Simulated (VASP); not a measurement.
Here is a VASP 6.6.1 calculation.

INCAR

```
SYSTEM = PbS
  ALGO = Normal
  EDIFF = 1E-7
  ENCUT = 520
  GGA = PS
  ISIF = 2
  ISMEAR = 0
  LASPH = .TRUE.
  LCHARG = .FALSE.
  LREAL = .FALSE.
  LWAVE = .FALSE.
  NBANDS = 17
  NELM = 100
  PREC = Accurate
  SIGMA = 0.03
```

The input KPOINTS:

```
k-points
0
G
  12 12 12
  0 0 0
```

POSCAR

```
PbS
1.0
    2.2757958336      1.3139313371      2.9747712480
   -2.2757958336      1.3139313371      2.9747712480
    0.0000000000     -2.6278626743      2.9747712480
Pb S
1 1
Direct
    0.9805657800      0.9805657800      0.9805657800
    0.4750355500      0.4750355500      0.4750355500
```

Potentials or basis: VASP PAW PBE potentials, release 64 (Pb_d, S).

Command:

```console
$ cat potpaw_PBE.64/Pb_d/POTCAR potpaw_PBE.64/S/POTCAR > POTCAR
$ mpirun -np 1 vasp_std > vasp.out
```

(1) Estimate the largest force.

(2) Predict the pressure.

(3) What does it give for the band gap on the k mesh?

## Answers

(1) 0.036 eV/Å.

(2) -3.2 GPa.

(3) zero (band 10 reaches 5.47 eV, above the bottom of band 11 at 4.81 eV).

Caveat: the PAW data sets were made with another functional, which shifts forces and pressure a little; spin-orbit coupling is left out, which moves the levels of the heavy elements.
